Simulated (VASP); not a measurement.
# BaTiO3: electric field gradients with PBE

The system is BaTiO3.

```
Ba Ti O
1.0
     3.92550    0.00000    0.00000
     0.00000    3.92550    0.00000
     0.00000    0.00000    3.92550
Ba Ti O
1 1 3
Direct
  0.50000 0.50000 0.50000
  0.00000 0.00000 0.00000
  0.50000 0.00000 0.00000
  0.00000 0.50000 0.00000
  0.00000 0.00000 0.50000
```

| Property | Result |
| --- | --- |
| Program | VASP 6.6.1 |
| Task | electric field gradients |
| Functional | PBE |
| Potentials or basis | VASP PAW PBE potentials, release 64 (Ba_sv, Ti_sv, O_h) |
| Cutoff | 1000 eV |
| k mesh | 8 × 8 × 8 |
| Occupations | fermi-dirac, width 0.05 eV |
| Spin | no spin polarisation |
| Dipole correction | no |
| Further INCAR settings | ALGO = Normal; EDIFF = 1e-08; NBANDS = 28 |

```
Pressure                                : 15.8 GPa
Band gap on the k mesh                  : 1.86 eV (least direct gap 1.95 eV)
Largest electric field gradient by atom : Ba +0.0; Ti -0.0; O +19.8 V/Å²
```

Levels at points of the mesh, in eV from the valence-band top:
```csv
k point,band 17,band 18,band 19,band 20,band 21,band 22,band 23,band 24
"(0.00, 0.00, 0.00)",-1.19,-0.08,-0.08,-0.08,1.86,1.86,1.86,4.31
"(0.50, 0.00, 0.00)",-1.89,-1.89,-0.70,-0.70,2.05,3.79,3.79,4.33
"(0.50, 0.50, 0.00)",-1.68,-0.83,-0.83,-0.10,3.80,3.80,4.24,5.26
"(0.50, 0.50, 0.50)",-2.37,0.00,0.00,0.00,4.54,4.54,4.54,7.00
```

Electric field gradients, principal values (V/Å²):
```tsv
atom	least	middle	greatest (by size)
1 Ba	0.000	0.000	0.000
2 Ti	0.000	0.000	0.000
3 O	-9.894	-9.894	19.787
4 O	-9.894	-9.894	19.787
5 O	-9.894	-9.894	19.787
```

Wall time 94 s on 1 thread of Intel(R) Xeon(R) 6975P-C (Granite Rapids) (shared host), peak memory 0.35 GiB.

Caveat: the cell stands under pressure; without QUAD_EFG the Cq values of the log hold for a quadrupole moment of 1 mb, not for the nuclei; spin-orbit coupling is left out, which moves the levels of the heavy elements. A k mesh can miss the band edges.
